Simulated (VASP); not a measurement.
# FeS2 (Pnnm) in VASP: single point with PBEsol+U

Aim: the single point of FeS2 with PBEsol+U.

Program: VASP 6.6.1. These are calculated values, not measurements. Logs are shortened: lines on timing, memory, paths and dates and some standing lists are left out, and cuts for length are marked.

**1. The cell of the first run**

The structure is orthorhombic, space group Pnnm (No. 58). Conventional cell: a = 4.445 Å, b = 5.425 Å, c = 3.386 Å, α = 90.00°, β = 90.00°, γ = 90.00°. Within 3.0 Å of Fe (site symmetry 2/m) lie 6 S at 2.24 to 2.25 Å. S (site symmetry m) has 2 S at 2.21 to 2.97 Å and 3 Fe at 2.24 to 2.25 Å within 3.0 Å.

**2. Single point, PBEsol+U, collinear spin, antiferromagnetic start**

INCAR

```
PREC = Accurate
ENCUT = 600
EDIFF = 1E-6
ISMEAR = 0
SIGMA = 0.05
LREAL = False
LASPH = True
NELM = 200
ALGO = Normal
ISIF = 2
LWAVE = False
LCHARG = False
ISPIN = 2
MAGMOM = 4 -4 0 0 0 0
LORBIT = 11
LMAXMIX = 4
LDAU = True
LDAUTYPE = 2
LDAUL = 2 -1
LDAUU = 2 0
LDAUJ = 0 0
LDAUPRINT = 1
GGA = PS
NBANDS = 33
GGA_COMPAT = False
```

KPOINTS

```
Automatic mesh
0
Gamma
  4 4 6
```

POSCAR

```
FeS2
1.0
    4.4445999300      0.0000000000      0.0000000000
    0.0000000000      5.4245999100      0.0000000000
    0.0000000000      0.0000000000      3.3863999500
Fe S
2 4
Direct
    0.0000000000      0.0000000000      0.0000000000
    0.5000000000      0.5000000000      0.5000000000
    0.2004000000      0.3787000000      0.0000000000
    0.7996000000      0.6213000000      0.0000000000
    0.7004000000      0.1213000000      0.5000000000
    0.2996000000      0.8787000000      0.5000000000
```

Potentials or basis: VASP PAW PBE potentials, release 64 (Fe, S).

Started as:

```console
> cat potpaw_PBE.64/Fe/POTCAR potpaw_PBE.64/S/POTCAR > POTCAR
> mpirun -np 1 vasp_std > vasp.out
```

OUTCAR:

```text
PREC = Accurate
   ENCUT = 600
   EDIFF = 1E-6
   ISMEAR = 0
   LREAL = False
   LASPH = True
   NELM = 200
   ISIF = 2
   ISPIN = 2
   LORBIT = 11
   GGA = PS

 ion  position               nearest neighbor table
   1  0.000  0.000  0.000-   3 2.24   4 2.24   5 2.25   6 2.25   5 2.25   6 2.25
   2  0.500  0.500  0.500-   5 2.24   6 2.24   3 2.25   4 2.25   3 2.25   4 2.25
   3  0.200  0.379  0.000-   4 2.21   1 2.24   2 2.25   2 2.25
   4  0.800  0.621  0.000-   3 2.21   1 2.24   2 2.25   2 2.25
   5  0.700  0.121  0.500-   6 2.21   2 2.24   1 2.25   1 2.25
   6  0.300  0.879  0.500-   5 2.21   2 2.24   1 2.25   1 2.25

  LATTYP: Found a simple orthorhombic cell.
 ALAT       =     3.3863999500
 B/A-ratio  =     1.3124852338
 C/A-ratio  =     1.6018780977

  Lattice vectors:

 A1 = (   0.0000000000,   0.0000000000,   3.3863999500)
 A2 = (   4.4445999300,   0.0000000000,   0.0000000000)
 A3 = (   0.0000000000,   5.4245999100,   0.0000000000)

Analysis of symmetry for initial positions (statically):
=====================================================================
 Subroutine PRICEL returns:
 Original cell was already a primitive cell.

 Routine SETGRP: Setting up the symmetry group for a
 simple orthorhombic supercell.

 Subroutine GETGRP returns: Found  8 space group operations
 (whereof  4 operations were pure point group operations)
 out of a pool of  8 trial point group operations.

The static configuration has the point symmetry C_2h.
 The point group associated with its full space group is D_2h.

Analysis of symmetry for dynamics (positions and initial velocities):
=====================================================================
 Subroutine PRICEL returns:
 Original cell was already a primitive cell.

 Routine SETGRP: Setting up the symmetry group for a
 simple orthorhombic supercell.

 Subroutine GETGRP returns: Found  8 space group operations
 (whereof  4 operations were pure point group operations)
 out of a pool of  8 trial point group operations.

The dynamic configuration has the point symmetry C_2h.
 The point group associated with its full space group is D_2h.

Analysis of structural, dynamic, and magnetic symmetry:
=====================================================================
 Subroutine PRICEL returns:
 Original cell was already a primitive cell.

 Routine SETGRP: Setting up the symmetry group for a
 simple orthorhombic supercell.

 Subroutine GETGRP returns: Found  8 space group operations
 (whereof  4 operations were pure point group operations)
 out of a pool of  8 trial point group operations.

The overall configuration has the point symmetry C_2h.
 The point group associated with its full space group is D_2h.

 Subroutine INISYM returns: Found  8 space group operations
 (whereof  4 operations are pure point group operations),
 and found     1 'primitive' translations

----------------------------------------------------------------------------------------

                                     Primitive cell

  volume of cell :      81.6467

  direct lattice vectors                    reciprocal lattice vectors
     4.444599930  0.000000000  0.000000000     0.224992129  0.000000000  0.000000000
     0.000000000  5.424599910  0.000000000     0.000000000  0.184345393  0.000000000
     0.000000000  0.000000000  3.386399950     0.000000000  0.000000000  0.295298847

  length of vectors
     4.444599930  5.424599910  3.386399950     0.224992129  0.184345393  0.295298847
[... 159 lines left out ...]
  o =  0.4493  v =  0.0000  0.0000  0.0000  0.0000  0.0000  0.6523 -0.0000 -0.4618  0.0000 -0.6010      0.0000  0.0000  0.0000  0.0000  0.0000  0.0000  0.0000  0.0000  0.0000  0.0000
  o =  0.7864  v =  0.6102  0.0000 -0.1502  0.0000  0.7778  0.0000  0.0000  0.0000  0.0000  0.0000      0.0000  0.0000  0.0000  0.0000  0.0000  0.0000  0.0000  0.0000  0.0000  0.0000
  o =  0.7865  v =  0.0000  0.0000  0.0000  0.0000  0.0000  0.6103 -0.0000 -0.1502 -0.0000  0.7778      0.0000  0.0000  0.0000  0.0000  0.0000  0.0000  0.0000  0.0000  0.0000  0.0000
  o =  0.7893  v =  0.0000 -0.9120 -0.0000 -0.4103  0.0000  0.0000  0.0000  0.0000  0.0000  0.0000      0.0000  0.0000  0.0000  0.0000  0.0000  0.0000  0.0000  0.0000  0.0000  0.0000
  o =  0.7893  v =  0.0000  0.0000  0.0000  0.0000  0.0000 -0.0000 -0.9119  0.0000 -0.4103 -0.0000      0.0000  0.0000  0.0000  0.0000  0.0000  0.0000  0.0000  0.0000  0.0000  0.0000
  o =  0.8740  v =  0.4495  0.0000  0.8742  0.0000 -0.1838  0.0000  0.0000  0.0000  0.0000  0.0000      0.0000  0.0000  0.0000  0.0000  0.0000  0.0000  0.0000  0.0000  0.0000  0.0000
  o =  0.8741  v =  0.0000  0.0000  0.0000  0.0000  0.0000  0.4495 -0.0000  0.8742 -0.0000 -0.1838      0.0000  0.0000  0.0000  0.0000  0.0000  0.0000  0.0000  0.0000  0.0000  0.0000

atom =   2  type =  1  l = 2

 onsite density matrix

spin component  1

  0.6607  0.0000 -0.1360  0.0000 -0.1249
  0.0000  0.7236  0.0000 -0.1461  0.0000
 -0.1360  0.0000  0.7815  0.0000 -0.1076
  0.0000 -0.1461  0.0000  0.4646  0.0000
 -0.1249  0.0000 -0.1076  0.0000  0.6677

spin component  2

  0.6607  0.0000 -0.1360  0.0000 -0.1249
  0.0000  0.7235  0.0000 -0.1461  0.0000
 -0.1360  0.0000  0.7814  0.0000 -0.1076
  0.0000 -0.1461  0.0000  0.4645  0.0000
 -0.1249  0.0000 -0.1076  0.0000  0.6676

 occupancies and eigenvectors

  o =  0.3987  v =  0.0000  0.0000  0.0000  0.0000  0.0000 -0.0000 -0.4103 -0.0000 -0.9120 -0.0000      0.0000  0.0000  0.0000  0.0000  0.0000  0.0000  0.0000  0.0000  0.0000  0.0000
  o =  0.3988  v =  0.0000  0.4103  0.0000  0.9119  0.0000  0.0000  0.0000  0.0000  0.0000  0.0000      0.0000  0.0000  0.0000  0.0000  0.0000  0.0000  0.0000  0.0000  0.0000  0.0000
  o =  0.4493  v =  0.0000  0.0000  0.0000  0.0000  0.0000 -0.6523  0.0000 -0.4618  0.0000 -0.6010      0.0000  0.0000  0.0000  0.0000  0.0000  0.0000  0.0000  0.0000  0.0000  0.0000
  o =  0.4493  v =  0.6523 -0.0000  0.4618  0.0000  0.6010  0.0000  0.0000  0.0000  0.0000  0.0000      0.0000  0.0000  0.0000  0.0000  0.0000  0.0000  0.0000  0.0000  0.0000  0.0000
  o =  0.7864  v =  0.0000  0.0000  0.0000  0.0000  0.0000 -0.6102  0.0000 -0.1502 -0.0000  0.7778      0.0000  0.0000  0.0000  0.0000  0.0000  0.0000  0.0000  0.0000  0.0000  0.0000
  o =  0.7865  v = -0.6103 -0.0000 -0.1502  0.0000  0.7778  0.0000  0.0000  0.0000  0.0000  0.0000      0.0000  0.0000  0.0000  0.0000  0.0000  0.0000  0.0000  0.0000  0.0000  0.0000
  o =  0.7893  v =  0.0000  0.0000  0.0000  0.0000  0.0000 -0.0000 -0.9120 -0.0000  0.4103  0.0000      0.0000  0.0000  0.0000  0.0000  0.0000  0.0000  0.0000  0.0000  0.0000  0.0000
  o =  0.7893  v =  0.0000 -0.9119  0.0000  0.4103 -0.0000  0.0000  0.0000  0.0000  0.0000  0.0000      0.0000  0.0000  0.0000  0.0000  0.0000  0.0000  0.0000  0.0000  0.0000  0.0000
  o =  0.8740  v =  0.0000  0.0000  0.0000  0.0000  0.0000 -0.4495  0.0000  0.8742 -0.0000 -0.1838      0.0000  0.0000  0.0000  0.0000  0.0000  0.0000  0.0000  0.0000  0.0000  0.0000
  o =  0.8741  v =  0.4495 -0.0000 -0.8742  0.0000  0.1838  0.0000  0.0000  0.0000  0.0000  0.0000      0.0000  0.0000  0.0000  0.0000  0.0000  0.0000  0.0000  0.0000  0.0000  0.0000

 number of electron      39.9999998 magnetization      -0.0000000

 Free energy of the ion-electron system (eV)
  ---------------------------------------------------
  ext. energy  EPLUGINS =         0.00000000
  ---------------------------------------------------
  free energy    TOTEN  =       -35.58164351 eV

  energy without entropy =      -35.58164351  energy(sigma->0) =      -35.58164351

 E-fermi :   7.6226     XC(G=0): -11.8543

 val. band max:        7.3979047717   @ k =   0.5000   0.0000   0.0000
 cond. band min:       8.6421672928   @ k =   0.0000   0.5000   0.5000
 fundamental gap:      1.2442625211
 Fermi energy:         7.6226391750

 spin component 1

 k-point     1 :       0.0000    0.0000    0.0000
  band No.  band energies     occupation
      1      -9.1703      1.00000
      2      -6.9030      1.00000
      3      -4.7937      1.00000
      4      -4.0841      1.00000
      5      -0.0525      1.00000
      6       1.5926      1.00000
[... 1673 lines left out ...]
     31      15.9918      0.00000
     32      15.9918      0.00000

 [... further k-points ...]

 [bands above 32 left out]

------------------------ aborting loop because EDIFF is reached ----------------------------------------

  FORCE on cell =-STRESS in cart. coord.  units (eV):
  Direction    XX          YY          ZZ          XY          YZ          ZX
  --------------------------------------------------------------------------------------
  -------------------------------------------------------------------------------------
  Total       -3.2596894     -3.5085518     -2.7768059     -0.0000000      0.0000000      0.0000000
  in kB      -63.9658480    -68.8493485    -54.4900831     -0.0000000      0.0000000      0.0000000
  external PRESSURE =     -62.4350932 kB  Pullay stress =       0.0000000 kB

 VOLUME and BASIS-vectors are now :
 -----------------------------------------------------------------------------
  energy-cutoff  :      600.00
  volume of cell :       81.65
      direct lattice vectors                 reciprocal lattice vectors
     4.444599930  0.000000000  0.000000000     0.224992129  0.000000000  0.000000000
     0.000000000  5.424599910  0.000000000     0.000000000  0.184345393  0.000000000
     0.000000000  0.000000000  3.386399950     0.000000000  0.000000000  0.295298847

 POSITION                                       TOTAL-FORCE (eV/Angst)
 -----------------------------------------------------------------------------------
      0.00000      0.00000      0.00000         0.000000     -0.000000      0.000000
      2.22230      2.71230      1.69320         0.000000     -0.000000      0.000000
      0.89070      2.05430      0.00000         0.071430     -0.069964      0.000000
      3.55390      3.37030      0.00000        -0.071430      0.069964     -0.000000
      3.11300      0.65800      1.69320         0.071430      0.069964      0.000000
      1.33160      4.76660      1.69320        -0.071430     -0.069964     -0.000000
 -----------------------------------------------------------------------------------
    total drift:                                0.000000      0.000000      0.000000

  FREE ENERGIE OF THE ION-ELECTRON SYSTEM (eV)
  ---------------------------------------------------
  free  energy   TOTEN  =       -35.5816435065 eV

  energy  without entropy=      -35.5816435065  energy(sigma->0) =      -35.58164351

 total charge

# of ion       s       p       d       tot
------------------------------------------
    1        0.433   0.642   6.558   7.633
    2        0.433   0.642   6.558   7.633
    3        1.337   2.285   0.000   3.623
    4        1.337   2.285   0.000   3.623
    5        1.337   2.285   0.000   3.623
    6        1.337   2.285   0.000   3.623
--------------------------------------------------
tot          6.216  10.426  13.116  29.757

 magnetization (x)

# of ion       s       p       d       tot
------------------------------------------
    1       -0.000  -0.000  -0.000  -0.000
    2        0.000   0.000   0.000   0.000
    3       -0.000  -0.000   0.000  -0.000
    4       -0.000  -0.000   0.000  -0.000
    5        0.000   0.000   0.000   0.000
    6        0.000   0.000   0.000   0.000
--------------------------------------------------
tot          0.000   0.000   0.000   0.000
```

Run time: 3.5 min. Hardware: 1 thread of AMD EPYC 7R13 (Zen 3), shared host; peak memory 0.32 GiB.

What came out:

```
Free energy                                           : -35.5816 eV
Pressure                                              : -6.2 GPa
Largest force                                         : 0.100 eV/Å
Band gap on the k mesh                                : 1.24 eV (least direct gap 1.56 eV)
Net moment                                            : 0.00 μB per cell
Valence electrons inside the program's atomic spheres : Fe 7.63; S 3.62
```

Forces in eV/Å, atoms in the order of the input:
```
Fe   0.000  0.000  0.000
Fe   0.000  0.000  0.000
S    0.071 -0.070  0.000
S   -0.071  0.070  0.000
S    0.071  0.070  0.000
S   -0.071 -0.070  0.000
```

Stress tensor (GPa, compression positive):
```
-6.40  0.00  0.00
 0.00 -6.88  0.00
 0.00  0.00 -5.45
```

Eigenvalues of the final occupation matrices:
| site | spin | trace | eigenvalues |
| --- | --- | --- | --- |
| site 1 d | 1 | 3.30 | 0.40 0.45 0.79 0.79 0.87 |
| site 1 d | 2 | 3.30 | 0.40 0.45 0.79 0.79 0.87 |
| site 2 d | 1 | 3.30 | 0.40 0.45 0.79 0.79 0.87 |
| site 2 d | 2 | 3.30 | 0.40 0.45 0.79 0.79 0.87 |

Caveat: the cell stands under tension; the PAW data sets were made with another functional, which shifts forces and pressure a little. The state reached can hang on the start; a lower one may exist.
